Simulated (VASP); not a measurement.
# Al3GaSb4 (P3m1) in VASP: notebook

Al3GaSb4 is run at these levels: PBE; tasks: single point.

All numbers are computed with VASP 6.6.1; they aren't measurements. Logs are shortened: lines on timing, memory, paths and dates and some standing lists are left out, and cuts for length are marked.

## Step 1: The cell of the first run

It takes space group P3m1 (No. 156, trigonal). Conventional cell: a = 4.387 Å, b = 4.387 Å, c = 14.449 Å, α = 90.00°, β = 90.00°, γ = 120.00°. Within 3.5 Å of Al (site symmetry 3m) lie 4 Sb at 2.69 to 2.70 Å. Within 3.5 Å of Al (site symmetry 3m) lie 4 Sb at 2.69 to 2.71 Å. Al (site symmetry 3m) has 4 Sb at 2.69 to 2.71 Å within 3.5 Å. Within 3.5 Å of Ga (site symmetry 3m) lie 4 Sb at 2.69 to 2.70 Å. Within 3.5 Å of Sb (site symmetry 3m) lie 4 Al at 2.69 to 2.70 Å. Sb (site symmetry 3m) has 3 Al at 2.69 Å and 1 Ga at 2.70 Å within 3.5 Å. Within 3.5 Å of Sb (site symmetry 3m) lie 4 Al at 2.69 to 2.71 Å. Within 3.5 Å of Sb (site symmetry 3m) lie 3 Ga at 2.69 Å and 1 Al at 2.71 Å.

## Step 2: Single point, PBE

File INCAR:

```
  PREC = Accurate
  ENCUT = 520
  EDIFF = 1E-7
  ISMEAR = 0
  SIGMA = 0.02
  LREAL = F
  LASPH = T
  NELM = 60
  ALGO = Normal
  ISIF = 2
  LWAVE = F
  LCHARG = F
  GGA = PE
  NBANDS = 31
```

File KPOINTS:

```
Automatic mesh
0
Gamma
  12 12 4
```

File POSCAR:

```
Al3GaSb4
1.0
    4.3867065685      0.0000000000      0.0000000000
   -2.1933532843      3.7989993273      0.0000000000
    0.0000000000      0.0000000000     14.4492741000
Al Ga Sb
3 1 4
Direct
    0.0000000000      0.0000000000      0.2501910000
    0.6666666667      0.3333333333      0.9998790000
    0.6666666667      0.3333333333      0.5002530000
    0.0000000000      0.0000000000      0.7505670000
    0.0000000000      0.0000000000      0.4373300000
    0.0000000000      0.0000000000      0.9373120000
    0.6666666667      0.3333333333      0.1871380000
    0.6666666667      0.3333333333      0.6875300000
```

Potentials or basis: VASP PAW PBE potentials, release 64 (Al, Ga_d, Sb).

The run is started by

```bash
$ cat potpaw_PBE.64/Al/POTCAR potpaw_PBE.64/Ga_d/POTCAR potpaw_PBE.64/Sb/POTCAR > POTCAR
$ mpirun -np 1 vasp_std > vasp.out
```

OUTCAR:

```text
PREC = Accurate
   ENCUT = 520
   EDIFF = 1E-7
   ISMEAR = 0
   LREAL = F
   LASPH = T
   NELM = 60
   ISIF = 2
   GGA = PE

 ion  position               nearest neighbor table
   1  0.000  0.000  0.250-   7 2.69   7 2.69   7 2.69   5 2.70
   2  0.667  0.333  1.000-   6 2.69   6 2.69   6 2.69   7 2.71
   3  0.667  0.333  0.500-   5 2.69   5 2.69   5 2.69   8 2.71
   4  0.000  0.000  0.751-   8 2.69   8 2.69   8 2.69   6 2.70
   5  0.000  0.000  0.437-   3 2.69   3 2.69   3 2.69   1 2.70
   6  0.000  0.000  0.937-   2 2.69   2 2.69   2 2.69   4 2.70
   7  0.667  0.333  0.187-   1 2.69   1 2.69   1 2.69   2 2.71
   8  0.667  0.333  0.688-   4 2.69   4 2.69   4 2.69   3 2.71

  LATTYP: Found a hexagonal cell.
 ALAT       =     4.3867065685
 C/A-ratio  =     3.2938775080

  Lattice vectors:

 A1 = (   4.3867065685,   0.0000000000,   0.0000000000)
 A2 = (  -2.1933532843,   3.7989993273,   0.0000000000)
 A3 = (   0.0000000000,   0.0000000000,  14.4492741000)

Analysis of symmetry for initial positions (statically):
=====================================================================
 Subroutine PRICEL returns:
 Original cell was already a primitive cell.

 Routine SETGRP: Setting up the symmetry group for a
 hexagonal supercell.

 Subroutine GETGRP returns: Found  6 space group operations
 (whereof  6 operations were pure point group operations)
 out of a pool of 24 trial point group operations.

The static configuration has the point symmetry C_3v.

Analysis of symmetry for dynamics (positions and initial velocities):
=====================================================================
 Subroutine PRICEL returns:
 Original cell was already a primitive cell.

 Routine SETGRP: Setting up the symmetry group for a
 hexagonal supercell.

 Subroutine GETGRP returns: Found  6 space group operations
 (whereof  6 operations were pure point group operations)
 out of a pool of 24 trial point group operations.

The dynamic configuration has the point symmetry C_3v.

 Subroutine INISYM returns: Found  6 space group operations
 (whereof  6 operations are pure point group operations),
 and found     1 'primitive' translations

----------------------------------------------------------------------------------------

                                     Primitive cell

  volume of cell :     240.7985

  direct lattice vectors                    reciprocal lattice vectors
     4.386706569  0.000000000  0.000000000     0.227961452  0.131613606  0.000000000
    -2.193353284  3.798999327  0.000000000     0.000000000  0.263227212  0.000000000
     0.000000000  0.000000000 14.449274100     0.000000000  0.000000000  0.069207629

  length of vectors
     4.386706569  4.386706569 14.449274100     0.263227212  0.263227212  0.069207629

  position of ions in fractional coordinates (direct lattice)
     0.000000000  0.000000000  0.250191000
     0.666666667  0.333333333  0.999879000
     0.666666667  0.333333333  0.500253000
     0.000000000  0.000000000  0.750567000
     0.000000000  0.000000000  0.437330000
     0.000000000  0.000000000  0.937312000
     0.666666667  0.333333333  0.187138000
     0.666666667  0.333333333  0.687530000

  ion indices of the primitive-cell ions
   primitive index   ion index
                 1           1
                 2           2
                 3           3
                 4           4
                 5           5
                 6           6
                 7           7
                 8           8

----------------------------------------------------------------------------------------

 KPOINTS: Automatic mesh

Automatic generation of k-mesh.
 Grid dimensions read from file:
 generate k-points for:   12   12    4

 Generating k-lattice:

  Cartesian coordinates                     Fractional coordinates (reciprocal lattice)
     0.018996788  0.010967800  0.000000000     0.083333333  0.000000000  0.000000000
     0.000000000  0.021935601  0.000000000     0.000000000  0.083333333  0.000000000
     0.000000000  0.000000000  0.017301907     0.000000000  0.000000000  0.250000000

  Length of vectors
     0.021935601  0.021935601  0.017301907

  Shift w.r.t. Gamma in fractional coordinates (k-lattice)
     0.000000000  0.000000000  0.000000000

 Subroutine IBZKPT returns following result:
 ===========================================

 Found     69 irreducible k-points:

 Following reciprocal coordinates:
            Coordinates               Weight
  0.000000  0.000000  0.000000      1.000000
  0.083333  0.000000  0.000000      6.000000
  0.166667 -0.000000  0.000000      6.000000
  0.250000 -0.000000  0.000000      6.000000
  0.333333  0.000000  0.000000      6.000000
  0.416667 -0.000000  0.000000      6.000000
[... 16 lines left out ...]
  0.166667 -0.000000  0.250000      6.000000
  0.000000  0.166667  0.250000      6.000000
 [... further k-points ...]
   k-points           NKPTS =     69   k-points in BZ     NKDIM =     69   number of bands    NBANDS=     31
   number of dos      NEDOS =    301   number of ions     NIONS =      8
   total plane-waves  NPLWV = 139968
   dimension x,y,z NGX =    36 NGY =   36 NGZ =  108
   dimension x,y,z NGXF=    72 NGYF=   72 NGZF=  216
   ions per type =               3   1   4
   NGX,Y,Z   is equivalent  to a cutoff of  13.64, 13.64, 12.43 a.u.
   NGXF,Y,Z  is equivalent  to a cutoff of  27.29, 27.29, 24.85 a.u.
 SYSTEM =  unknown system
   PREC   = accura    normal or accurate (medium, high low for compatibility)
   ISTART =      0    job   : 0-new  1-cont  2-samecut
   ICHARG =      2    charge: 1-file 2-atom 10-const
   ISPIN  =      1    spin polarized calculation?
   LNONCOLLINEAR =      F non collinear calculations
   LSORBIT =      F    spin-orbit coupling
   LASPH  =      T    aspherical Exc in radial PAW
   ENCUT  =  520.0 eV  38.22 Ry    6.18 a.u.   8.16  8.16 26.87*2*pi/ulx,y,z
   NELM   =     60;   NELMIN=  2; NELMDL= -5     # of ELM steps
   EDIFF  = 0.1E-06   stopping-criterion for ELM
   LREAL  =      F    real-space projection
   EDIFFG = 0.1E-05   stopping-criterion for IOM
   NSW    =      0    number of steps for IOM
   IBRION =     -1    ionic relax: 0-MD 1-quasi-New 2-CG
   NFREE  =      0    steps in history (QN), initial steepest desc. (CG)
   ISIF   =      2    stress and relaxation
   ISYM   =      2    0-nonsym 1-usesym 2-fastsym
   POTIM  = 0.5000    time-step for ionic-motion
   TEBEG  =    0.0;   TEEND  =   0.0 temperature during run
   PSTRESS=    0.0 pullay stress
   NELECT =      42.0000    total number of electrons
   NUPDOWN=      -1.0000    fix difference up-down
   EMIN   =  10.00;   EMAX   =-10.00  energy-range for DOS
   EFERMI =   0.00;   METHOD = LEGACY
   ISMEAR =     0;   SIGMA  =   0.02  broadening in eV -4-tet -1-fermi 0-gaus
   EFERMI_NEDOS =   21; number of points for ismear=-14 and -15
   IALGO  =     38    algorithm
   IMIX   =      4    mixing-type and parameters
     AMIX     =   0.40;   BMIX     =  1.00
     AMIX_MAG =   1.60;   BMIX_MAG =  1.00
  volume/ion in A,a.u.               =      30.10       203.12
  Fermi-wavevector in a.u.,A,eV,Ry     =   0.914689  1.728511 11.383388  0.836655
  Thomas-Fermi vector in A             =   2.039344
   LORBIT       =      0    0 simple, 1 ext, 2 COOP (PROOUT), +10 PAW based schemes
   GGA     = PE    functional components
   LHFCALC =     F    Hartree Fock is set to
   AEXX    =    0.0000 exact exchange contribution
   IVDW    =     0    specifies the selected vdW correction
   LEPSILON=     F    determine dielectric tensor
   LRPA    =     F    only Hartree local field effects (RPA)
 non-spin polarized calculation
 Gauss-broadening in eV      SIGMA  =   0.02
  energy-cutoff  :      520.00
  volume of cell :      240.80
 maximum number of plane-waves:      6516
 NGX is ok and might be reduce to    36
   NGX = 17   NGY = 17   NGZ = 53

 number of electron      41.9999998 magnetization

 Free energy of the ion-electron system (eV)
  ---------------------------------------------------
  ext. energy  EPLUGINS =         0.00000000
  ---------------------------------------------------
  free energy    TOTEN  =       -31.94016233 eV

  energy without entropy =      -31.94016233  energy(sigma->0) =      -31.94016233

 E-fermi :   4.6222     XC(G=0):  -8.5798

 val. band max:        4.5217372048   @ k =   0.0000   0.0000   0.0000
 cond. band min:       4.9066132727   @ k =   0.0000   0.0000   0.0000
 fundamental gap:      0.3848760679
 Fermi energy:         4.6222151438

 k-point     1 :       0.0000    0.0000    0.0000
  band No.  band energies     occupation
      1     -10.3297      2.00000
      2     -10.3149      2.00000
      3     -10.3149      2.00000
      4     -10.2776      2.00000
      5     -10.2776      2.00000
      6      -6.2867      2.00000
[... 23 lines left out ...]
     30       7.9009      0.00000
     31       7.9971      0.00000

 k-point     2 :       0.0833    0.0000    0.0000
  band No.  band energies     occupation
      1     -10.3300      2.00000
      2     -10.3152      2.00000
      3     -10.3141      2.00000
      4     -10.2779      2.00000
      5     -10.2775      2.00000
      6      -6.2298      2.00000
[... 23 lines left out ...]
     30       7.8868      0.00000
     31       8.1079      0.00000

 k-point     3 :       0.1667   -0.0000    0.0000
  band No.  band energies     occupation
      1     -10.3312      2.00000
      2     -10.3155      2.00000
      3     -10.3121      2.00000
      4     -10.2789      2.00000
      5     -10.2773      2.00000
      6      -6.0622      2.00000
[... 703 lines left out ...]
     30       8.3478      0.00000
     31       8.4130      0.00000

 k-point    24 :       0.0000    0.1667    0.2500
  band No.  band energies     occupation
      1     -10.3312      2.00000
      2     -10.3155      2.00000
      3     -10.3121      2.00000
      4     -10.2789      2.00000
      5     -10.2773      2.00000
      6      -6.0345      2.00000
[... 23 lines left out ...]
     30       8.3523      0.00000
     31       8.5208      0.00000

 [... further k-points ...]

------------------------ aborting loop because EDIFF is reached ----------------------------------------

  FORCE on cell =-STRESS in cart. coord.  units (eV):
  Direction    XX          YY          ZZ          XY          YZ          ZX
  --------------------------------------------------------------------------------------
  -------------------------------------------------------------------------------------
  Total        0.2244856      0.2244856      0.2289570     -0.0000000     -0.0000000      0.0000000
  in kB        1.4936379      1.4936379      1.5233885     -0.0000000     -0.0000000      0.0000000
  external PRESSURE =       1.5035548 kB  Pullay stress =       0.0000000 kB

 VOLUME and BASIS-vectors are now :
 -----------------------------------------------------------------------------
  energy-cutoff  :      520.00
  volume of cell :      240.80
      direct lattice vectors                 reciprocal lattice vectors
     4.386706569  0.000000000  0.000000000     0.227961452  0.131613606  0.000000000
    -2.193353284  3.798999327  0.000000000     0.000000000  0.263227212  0.000000000
     0.000000000  0.000000000 14.449274100     0.000000000  0.000000000  0.069207629

 POSITION                                       TOTAL-FORCE (eV/Angst)
 -----------------------------------------------------------------------------------
      0.00000      0.00000      3.61508        -0.000000      0.000000      0.001131
      2.19335      1.26633     14.44753        -0.000000      0.000000      0.000899
      2.19335      1.26633      7.22829        -0.000000      0.000000      0.003199
      0.00000      0.00000     10.84515         0.000000     -0.000000      0.000990
      0.00000      0.00000      6.31910        -0.000000      0.000000     -0.001510
      0.00000      0.00000     13.54348        -0.000000      0.000000     -0.010771
      2.19335      1.26633      2.70401        -0.000000      0.000000     -0.001021
      2.19335      1.26633      9.93431        -0.000000      0.000000      0.007083
 -----------------------------------------------------------------------------------
    total drift:                               -0.000001      0.000000     -0.004505

  FREE ENERGIE OF THE ION-ELECTRON SYSTEM (eV)
  ---------------------------------------------------
  free  energy   TOTEN  =       -31.9401623286 eV

  energy  without entropy=      -31.9401623286  energy(sigma->0) =      -31.94016233
```

It took 5.1 min on 1 thread of AMD EPYC 9R45 (Zen 5), shared host; peak memory 0.68 GiB.

What came out:

```
Free energy            : -31.9402 eV
Pressure               : 0.2 GPa
Largest force          : 0.011 eV/Å
Band gap on the k mesh : 0.38 eV
```

Forces on the atoms (eV/Å):
```
Al   0.000  0.000  0.001
Al   0.000  0.000  0.001
Al   0.000  0.000  0.003
Ga   0.000  0.000  0.001
Sb   0.000  0.000 -0.002
Sb   0.000  0.000 -0.011
Sb   0.000  0.000 -0.001
Sb   0.000  0.000  0.007
```

Caveat: semilocal functionals underestimate gaps, and a narrow one can read as zero; spin-orbit coupling is left out, which moves the levels of the heavy elements.

## Step 3: Single point, PBE

File INCAR:

```
SYSTEM = Al3GaSb4
  PREC = Accurate
  ENCUT = 520
  EDIFF = 1E-6
  ISMEAR = 0
  SIGMA = 0.02
  LREAL = .FALSE.
  LASPH = .TRUE.
  NELM = 100
  ALGO = Normal
  ISIF = 2
  LWAVE = .FALSE.
  LCHARG = .TRUE.
  GGA = PE
  LELF = .TRUE.
  LVHAR = .TRUE.
  NBANDS = 31
```

File KPOINTS:

```
Automatic mesh
0
G
  12 12 4
  0 0 0
```

POSCAR is that of step 2.

Potentials or basis: VASP PAW PBE potentials, release 64 (Al, Ga_d, Sb).

The run is started by

```bash
$ cat potpaw_PBE.64/Al/POTCAR potpaw_PBE.64/Ga_d/POTCAR potpaw_PBE.64/Sb/POTCAR > POTCAR
$ mpirun -np 1 vasp_std > vasp.out
```

It took 4.7 min on 1 thread of AMD EPYC 9R45 (Zen 5), shared host; peak memory 0.67 GiB.

Results (log left out):

| Property | Result |
| --- | --- |
| Free energy | -31.9402 eV |
| Pressure | 0.1 GPa |
| Largest force | 0.011 eV/Å |
| Band gap on the k mesh | 0.38 eV |

Forces in eV/Å, atoms in the order of the input:
```
Al   0.000  0.000  0.001
Al   0.000  0.000  0.001
Al   0.000  0.000  0.003
Ga   0.000  0.000  0.001
Sb   0.000  0.000 -0.002
Sb   0.000  0.000 -0.011
Sb   0.000  0.000 -0.001
Sb   0.000  0.000  0.007
```

Levels at points of the mesh, in eV from the valence-band top:
```tsv
k point	band 17	band 18	band 19	band 20	band 21	band 22	band 23	band 24	band 25	band 26
(0.00, 0.00, 0.00)	-0.58	-0.58	-0.18	0.00	0.00	0.38	1.01	1.41	1.52	2.73
(0.50, 0.00, 0.00)	-1.88	-1.81	-1.77	-1.74	-1.03	0.92	1.14	1.26	2.06	2.27
(0.00, 0.00, 0.50)	-0.92	-0.28	-0.28	-0.14	-0.14	0.60	1.03	1.71	2.02	2.90
(0.50, 0.00, 0.50)	-2.12	-1.67	-1.62	-1.31	-1.25	0.95	1.23	1.27	1.40	2.86
```

Caveat: semilocal functionals underestimate gaps, and a narrow one can read as zero; spin-orbit coupling is left out, which moves the levels of the heavy elements. A k mesh can miss the band edges.
